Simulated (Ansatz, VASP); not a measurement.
## Ta: VASP beside Ansatz

The input INCAR:

```
SYSTEM = Ta
PREC = Accurate
ENCUT = 520
EDIFF = 1E-6
ISMEAR = -1
SIGMA = 0.05
LREAL = .False.
LASPH = .True.
NELM = 100
ALGO = Normal
ISIF = 2
LWAVE = .False.
LCHARG = .False.
GGA = CA
NBANDS = 18
```

KPOINTS

```
Automatic mesh
0
Gamma
  12 12 6
  0 0 0
```

POSCAR

```
Ta
1.0
    2.9003720000      0.0000000000      0.0000000000
   -1.4501860000      2.5117960000      0.0000000000
    0.0000000000      0.0000000000      5.1662740000
Ta
2
Direct
    0.6666666667      0.3333333333      0.7500000000
    0.3333333333      0.6666666667      0.2500000000
```

Input for Ansatz:

```yaml
crystal:
  lattice:
    - [2.900372, 0.0, 0.0]
    - [-1.450186, 2.511796, 0.0]
    - [0.0, 0.0, 5.166274]
  atoms:
    - { symbol: Ta, position: [0.6666666666666666, 0.3333333333333333, 0.75] }
    - { symbol: Ta, position: [0.3333333333333333, 0.6666666666666666, 0.25] }
basis:
  ecutwfc: 550.0
kpoints:
  mp_grid:
    grid: [12, 12, 6]
hamiltonian:
  xc: lda
scf:
  occupations:
    method: fermi_dirac
    width: 0.05
output:
  stress: true
```

Alike in both runs: task single point; functional LDA; k mesh 12 × 12 × 6; occupations fermi-dirac, width 0.05 eV; no spin polarisation.

|  | VASP | Ansatz |
| --- | --- | --- |
| version | VASP 6.6.1 | Ansatz 0.2.0 |
| potentials or method | VASP PAW LDA potentials, release 64 (Ta_pv), cutoff 520 eV | plane waves, PAW |
| valence electrons in the cell | 22 | 26 |

Ansatz gave:

| Quantity | Value |
| --- | --- |
| pressure (GPa) | -12.0 |
| traceless stress, the component that is largest in VASP (GPa) | 1.60 |

**Question.** Which values does VASP return?

**Answer.** Pressure (GPa): -11.4; traceless stress, the component that is largest in VASP (GPa): 1.64.

LDA's correlation is that of Perdew and Zunger in VASP and of Perdew and Wang (1992) in Ansatz. VASP's potentials hold 22 valence electrons a cell and Ansatz's 26, so a difference there can come from the potentials and not from the codes.

Spin-orbit coupling is off throughout.
